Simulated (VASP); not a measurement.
Runs of VASP 6.6.1 on LaSc. The structure is that of space group Pm-3m (No. 221), or close to it. The cells are those of the table. 

```tsv
task	cell	k mesh	cutoff (eV)	gap on the mesh (eV)	pressure (GPa)	relaxed volume (Å³/atom)
single point	a = 4.075 Å, 2 atoms	14 × 14 × 14	520	none	-3.0	-
single point	a = 3.783 Å, 2 atoms	14 × 14 × 14	520	none	5.7	-
single point	a = 3.826 Å, 2 atoms	14 × 14 × 14	520	none	4.0	-
single point	a = 3.987 Å, 2 atoms	14 × 14 × 14	520	none	-1.0	-
single point	a = 3.908 Å, 2 atoms	14 × 14 × 14	520	none	(b)	-
single point	a = 3.867 Å, 2 atoms	14 × 14 × 14	520	none	2.5	-
single point	a = 3.701 Å, 2 atoms	6 × 6 × 6	520	none	9.4	-
single point	a = 3.948 Å, 2 atoms	14 × 14 × 14	520	none	0.0	-
relaxation of cell and atoms	relaxed from a = 3.701 Å, 2 atoms	6 × 6 × 6	600	none	0.0	(a)
relaxation of cell and atoms	relaxed from a = 3.925 Å, 2 atoms	14 × 14 × 14	600	none	0.0	30.85
single point	a = 3.925 Å, 2 atoms	6 × 6 × 6	520	none	0.4	-
single point	a = 4.025 Å, 2 atoms	14 × 14 × 14	520	none	-1.9	-
```

Alike in all rows: level PBE; potentials or basis VASP PAW PBE potentials, release 64 (La, Sc_sv); no spin polarisation; smearing gaussian 0.1 eV.

Estimate the missing entries.

(a) 30.51; (b) 1.2.

Caveats: spin-orbit coupling is left out, which moves the levels of the heavy elements; the volume moved by over 15 % at a fixed basis, so the end points are rough (some runs).

A k mesh can miss the band edges, and the runs leave out spin-orbit coupling on La.

A gap of «none» marks levels without a gap at the run's occupations.
